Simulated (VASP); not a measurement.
Input of a VASP 6.6.1 run:

INCAR

```
  PREC = Accurate
  ENCUT = 520
  EDIFF = 1E-6
  ISMEAR = 0
  SIGMA = 0.05
  LREAL = False
  LASPH = True
  NELM = 60
  ALGO = Normal
  ISIF = 2
  LWAVE = False
  LCHARG = False
  LDIPOL = True
  IDIPOL = 3
  DIPOL = 0.5 0.5 0.500
  GGA = PS
  IBRION = 2
  NSW = 90
  EDIFFG = -0.03
  KPAR = 4
```

KPOINTS

```
regular mesh
0
Gamma
  6 5 1
```

The input POSCAR:

```
SnSe
1.0
    4.2041099658      0.0000000000      0.0000000000
    0.0000000000      5.9455093314      0.0000000000
    0.0000000000      0.0000000000     23.3061649488
Sn Se
4 4
Selective dynamics
Direct
    0.5000000000      0.5000000000      0.3647103682  F F F
    0.0000000000      0.0000000000      0.4549034561  F F F
    0.5000000000      0.5000000000      0.5450965439  T T T
    0.0000000000      0.0000000000      0.6352896318  T T T
    0.5000000000      0.0000000000      0.3647103682  F F F
    0.0000000000      0.5000000000      0.4549034561  F F F
    0.5000000000      0.0000000000      0.5450965439  T T T
    0.0000000000      0.5000000000      0.6352896318  T T T
```

Potentials or basis: VASP PAW PBE potentials, release 64 (Sn_d, Se).

Launch:

```bash
$ cat potpaw_PBE.64/Sn_d/POTCAR potpaw_PBE.64/Se/POTCAR > POTCAR
$ mpirun -np 4 vasp_std > vasp.out
```

**Question.** What does it give for the band gap on the k mesh?

**Answer.** 0.74 eV (least direct gap 0.75 eV).

**Question.** What does it give for the energy gained by relaxing?

**Answer.** 38.5 meV/atom.

Final structure:
```cif
data_structure
_symmetry_space_group_name_H-M 'P 1'
_symmetry_Int_Tables_number 1
_cell_length_a 4.2041
_cell_length_b 5.9455
_cell_length_c 23.3062
_cell_angle_alpha 90.000
_cell_angle_beta 90.000
_cell_angle_gamma 90.000
_cell_volume 582.55
loop_
_atom_site_label
_atom_site_type_symbol
_atom_site_fract_x
_atom_site_fract_y
_atom_site_fract_z
_atom_site_occupancy
Sn1 Sn 0.50000 0.50000 0.36471 1
Sn2 Sn 0.00000 0.00000 0.45490 1
Sn3 Sn 0.50000 0.50000 0.55690 1
Sn4 Sn 0.00000 0.00000 0.63710 1
Se1 Se 0.50000 0.00000 0.36471 1
Se2 Se 0.00000 0.50000 0.45490 1
Se3 Se 0.50000 0.00000 0.55853 1
Se4 Se 0.00000 0.50000 0.63554 1
```

Caveat: semilocal functionals underestimate gaps, and a narrow one can read as zero; spin-orbit coupling is left out, which moves the levels of the heavy elements.
